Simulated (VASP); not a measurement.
# Pb (Fm-3m) in VASP: notebook, part 2 of 2

VASP 6.6.1. Earlier steps stand in the parts before.

## 3. Single point, PBE (volume scaled by 0.96)

The input, INCAR:

```
PREC = Accurate ; ENCUT = 520
EDIFF = 1E-7 ; ISMEAR = -1
SIGMA = 0.1 ; LREAL = F
LASPH = T ; NELM = 80
ALGO = Normal ; ISIF = 2
LWAVE = F ; LCHARG = F
GGA = PE ; NBANDS = 13
```

The input, KPOINTS:

```
Automatic mesh
0
Gamma
  18 18 18
```

The input, POSCAR:

```
Pb
1.0
    0.0000000000      2.4835680912      2.4835680912
    2.4835680912      0.0000000000      2.4835680912
    2.4835680912      2.4835680912      0.0000000000
Pb
1
Direct
    0.0000000000      0.0000000000      0.0000000000
```

Potentials or basis: VASP PAW PBE potentials, release 64 (Pb_d).

Command:

```bash
$ cat potpaw_PBE.64/Pb_d/POTCAR > POTCAR
$ mpirun -np 1 vasp_std > vasp.out
```

OUTCAR:

```text
PREC = Accurate
   ENCUT = 520
   EDIFF = 1E-7
   ISMEAR = -1
   LREAL = F
   LASPH = T
   NELM = 80
   ISIF = 2
   GGA = PE

 ion  position               nearest neighbor table
   1  0.000  0.000  0.000-

  LATTYP: Found a face centered cubic cell.
 ALAT       =     4.9671361824

  Lattice vectors:

 A1 = (   0.0000000000,   2.4835680912,   2.4835680912)
 A2 = (   2.4835680912,   0.0000000000,   2.4835680912)
 A3 = (   2.4835680912,   2.4835680912,   0.0000000000)

Analysis of symmetry for initial positions (statically):
=====================================================================
 Subroutine PRICEL returns:
 Original cell was already a primitive cell.

 Routine SETGRP: Setting up the symmetry group for a
 face centered cubic supercell.

 Subroutine GETGRP returns: Found 48 space group operations
 (whereof 48 operations were pure point group operations)
 out of a pool of 48 trial point group operations.

The static configuration has the point symmetry O_h .

Analysis of symmetry for dynamics (positions and initial velocities):
=====================================================================
 Subroutine PRICEL returns:
[... 169 lines left out ...]
      6      -4.5176      2.00000
      7      14.5034      0.00000
      8      14.5034      0.00000
      9      14.5034      0.00000
     10      16.9235      0.00000
     11      18.3759      0.00000
     12      19.5750      0.00000
     13      19.5750      0.00000
[... 354 lines left out ...]
  band No.  band energies     occupation
      1      -9.9041      2.00000
      2      -9.8602      2.00000
      3      -9.8579      2.00000
      4      -9.7506      2.00000
      5      -9.7168      2.00000
      6      -3.3668      2.00000
      7       8.2011      0.00010
      8      12.4765      0.00000
      9      13.9875      0.00000
     10      16.5195      0.00000
     11      18.2363      0.00000
     12      19.1355      0.00000
     13      20.7469      0.00000

 [... further k-points ...]

------------------------ aborting loop because EDIFF is reached ----------------------------------------

  FORCE on cell =-STRESS in cart. coord.  units (eV):
  Direction    XX          YY          ZZ          XY          YZ          ZX
  --------------------------------------------------------------------------------------
  -------------------------------------------------------------------------------------
  Total        0.3591228      0.3591228      0.3591228     -0.0000000     -0.0000000      0.0000000
  in kB       18.7799885     18.7799885     18.7799885     -0.0000000     -0.0000000      0.0000000
  external PRESSURE =      18.7799885 kB  Pullay stress =       0.0000000 kB

 VOLUME and BASIS-vectors are now :
 -----------------------------------------------------------------------------
  energy-cutoff  :      520.00
  volume of cell :       30.64
      direct lattice vectors                 reciprocal lattice vectors
     0.000000000  2.483568091  2.483568091    -0.201323250  0.201323250  0.201323250
     2.483568091  0.000000000  2.483568091     0.201323250 -0.201323250  0.201323250
     2.483568091  2.483568091  0.000000000     0.201323250  0.201323250 -0.201323250

 POSITION                                       TOTAL-FORCE (eV/Angst)
 -----------------------------------------------------------------------------------
      0.00000      0.00000      0.00000         0.000000      0.000000      0.000000
 -----------------------------------------------------------------------------------
    total drift:                               -0.000000     -0.000000     -0.000000

  FREE ENERGIE OF THE ION-ELECTRON SYSTEM (eV)
  ---------------------------------------------------
  free  energy   TOTEN  =        -3.5633757890 eV

  energy  without entropy=       -3.5440871858  energy(sigma->0) =       -3.55373149
```

It took 56 s on 1 thread of Intel Xeon 6975P-C, shared host; peak memory 0.21 GiB.

Results:

| Item | Value |
| --- | --- |
| Free energy | -3.5634 eV |
| Pressure | 1.9 GPa |
| Band gap on the k mesh | zero (band 7 reaches 14.50 eV, above the bottom of band 8 at 5.64 eV) |

Caveat: the cell differs from its parent crystal (volume scaled by 0.96); spin-orbit coupling is left out, which moves the levels of the heavy elements.

## 4. Single point, PBE

This run uses another cell than the first one, of 31.91 Å³/atom, 1.087 times its volume.

The input, INCAR:

```
PREC = Accurate ; ENCUT = 520
EDIFF = 1E-6 ; ISMEAR = -1
SIGMA = 0.1 ; LREAL = False
LASPH = True ; NELM = 60
ALGO = Normal ; ISIF = 2
LWAVE = False ; LCHARG = False
GGA = PE ; NBANDS = 13
```

KPOINTS is that of step 3.

The input, POSCAR:

```
Pb
1.0
    0.0000000000      2.5175938001      2.5175938001
    2.5175938001      0.0000000000      2.5175938001
    2.5175938001      2.5175938001      0.0000000000
Pb
1
Direct
    0.0000000000      0.0000000000      0.0000000000
```

Potentials or basis: VASP PAW PBE potentials, release 64 (Pb_d).

Command:

```bash
$ cat potpaw_PBE.64/Pb_d/POTCAR > POTCAR
$ mpirun -np 1 vasp_std > vasp.out
```

OUTCAR:

```text
PREC = Accurate
   ENCUT = 520
   EDIFF = 1E-6
   ISMEAR = -1
   LREAL = False
   LASPH = True
   NELM = 60
   ISIF = 2
   GGA = PE

 ion  position               nearest neighbor table
   1  0.000  0.000  0.000-

  LATTYP: Found a face centered cubic cell.
 ALAT       =     5.0351876002

  Lattice vectors:

 A1 = (   0.0000000000,   2.5175938001,   2.5175938001)
 A2 = (   2.5175938001,   0.0000000000,   2.5175938001)
 A3 = (   2.5175938001,   2.5175938001,   0.0000000000)

Analysis of symmetry for initial positions (statically):
=====================================================================
 Subroutine PRICEL returns:
 Original cell was already a primitive cell.

 Routine SETGRP: Setting up the symmetry group for a
 face centered cubic supercell.

 Subroutine GETGRP returns: Found 48 space group operations
 (whereof 48 operations were pure point group operations)
 out of a pool of 48 trial point group operations.

The static configuration has the point symmetry O_h .

[... 165 lines left out ...]
  band No.  band energies     occupation
      1     -10.3164      2.00000
      2     -10.3164      2.00000
      3     -10.3164      2.00000
      4     -10.1973      2.00000
      5     -10.1973      2.00000
      6      -4.6953      2.00000
      7      13.7419      0.00000
      8      13.7419      0.00000
      9      13.7419      0.00000
     10      16.4489      0.00000
     11      17.4158      0.00000
     12      18.8377      0.00000
     13      18.8377      0.00000
[... 354 lines left out ...]
  band No.  band energies     occupation
      1     -10.3202      2.00000
      2     -10.2830      2.00000
      3     -10.2811      2.00000
      4     -10.1863      2.00000
      5     -10.1564      2.00000
      6      -3.5984      2.00000
      7       7.6796      0.00020
      8      11.8239      0.00000
      9      13.2375      0.00000
     10      15.8962      0.00000
     11      17.5985      0.00000
     12      18.4621      0.00000
     13      19.9637      0.00000

 [... further k-points ...]

------------------------ aborting loop because EDIFF is reached ----------------------------------------

  FORCE on cell =-STRESS in cart. coord.  units (eV):
  Direction    XX          YY          ZZ          XY          YZ          ZX
  --------------------------------------------------------------------------------------
  -------------------------------------------------------------------------------------
  Total        0.0188687      0.0188687      0.0188687      0.0000000     -0.0000000      0.0000000
  in kB        0.9472509      0.9472509      0.9472509      0.0000000     -0.0000000      0.0000000
  external PRESSURE =       0.9472509 kB  Pullay stress =       0.0000000 kB

 VOLUME and BASIS-vectors are now :
 -----------------------------------------------------------------------------
  energy-cutoff  :      520.00
  volume of cell :       31.91
      direct lattice vectors                 reciprocal lattice vectors
     0.000000000  2.517593800  2.517593800    -0.198602332  0.198602332  0.198602332
     2.517593800  0.000000000  2.517593800     0.198602332 -0.198602332  0.198602332
     2.517593800  2.517593800  0.000000000     0.198602332  0.198602332 -0.198602332

 POSITION                                       TOTAL-FORCE (eV/Angst)
 -----------------------------------------------------------------------------------
      0.00000      0.00000      0.00000        -0.000000     -0.000000     -0.000000
 -----------------------------------------------------------------------------------
    total drift:                               -0.000000     -0.000000     -0.000000

  FREE ENERGIE OF THE ION-ELECTRON SYSTEM (eV)
  ---------------------------------------------------
  free  energy   TOTEN  =        -3.5715823346 eV

  energy  without entropy=       -3.5518438869  energy(sigma->0) =       -3.56171311
```

OSZICAR:

```text
N       E                     dE             d eps       ncg     rms          rms(c)
DAV:   1     0.107012203799E+03    0.10701E+03   -0.71060E+03  5160   0.124E+03
DAV:   2     0.170841845636E+01   -0.10530E+03   -0.10191E+03  5330   0.309E+02
DAV:   3    -0.345529462848E+01   -0.51637E+01   -0.51375E+01  6294   0.733E+01
DAV:   4    -0.357587585701E+01   -0.12058E+00   -0.12055E+00  6329   0.121E+01
DAV:   5    -0.358131289246E+01   -0.54370E-02   -0.54368E-02  7119   0.236E+00    0.483E-01
DAV:   6    -0.357329338655E+01    0.80195E-02   -0.12181E-02  6563   0.188E+00    0.247E-01
DAV:   7    -0.357158177969E+01    0.17116E-02   -0.53506E-03  6620   0.117E+00    0.897E-02
DAV:   8    -0.357158469918E+01   -0.29195E-05   -0.41427E-04  6475   0.323E-01    0.102E-02
DAV:   9    -0.357158287269E+01    0.18265E-05   -0.10983E-05  7239   0.551E-02    0.467E-03
DAV:  10    -0.357158233461E+01    0.53808E-06   -0.10717E-06  5547   0.111E-02
   1 F= -.35715823E+01 E0= -.35617131E+01  d E =-.197384E-01
```

It took 61 s on 1 thread of Intel Xeon 6975P-C, shared host; peak memory 0.21 GiB.

Results:

```
Free energy            : -3.5716 eV
Pressure               : 0.1 GPa
Band gap on the k mesh : zero (band 7 reaches 13.74 eV, above the bottom of band 8 at 5.28 eV)
```

Caveat: spin-orbit coupling is left out, which moves the levels of the heavy elements.

## 5. Overview

```tsv
cell	gap on the mesh (eV)	pressure (GPa)
a = 3.463 Å, angles 60.0°, 1 atom	none	4.1
a = 3.512 Å, angles 60.0°, 1 atom	none	1.9
a = 3.560 Å, angles 60.0°, 1 atom	none	0.1
```

Alike in all rows: task single point; level PBE; potentials or basis VASP PAW PBE potentials, release 64 (Pb_d); no spin polarisation; k mesh 18 × 18 × 18; cutoff (eV) 520; smearing fermi-dirac 0.1 eV.

Caveats: spin-orbit coupling is left out, which moves the levels of the heavy elements.

Absolute energies hang on the potentials; compare differences alone.
